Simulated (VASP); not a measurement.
Runs of VASP 6.6.1 on N. The structure is that of space group Fm-3m (No. 225), or close to it. The cells are those of the table. 

```tsv
task	cell	cutoff (eV)	gap on the mesh (eV)	pressure (GPa)	moment (μB)
relaxation of cell and atoms	relaxed from a = 4.831 Å, 4 atoms	600	(b)	0.0	12.00
single point	a = 4.831 Å, 4 atoms	520	1.58	-0.1	12.00
single point	a = 4.879 Å, 4 atoms	520	1.68	-0.2	12.00
single point	a = 4.782 Å, 4 atoms	520	(c)	0.0	12.00
single point	a = 4.732 Å, 4 atoms	520	1.37	(a)	12.00
single point	a = 4.926 Å, 4 atoms	520	1.77	-0.2	12.00
```

Alike in all rows: level LDA; potentials or basis VASP PAW LDA potentials, release 64 (N); spin collinear, ferromagnetic start; k mesh 6 × 6 × 6; smearing gaussian 0.02 eV.

Task: Fill in the values left out.

Result: (a) 0.2; (b) 1.53; (c) 1.48.

A k mesh can miss the band edges.
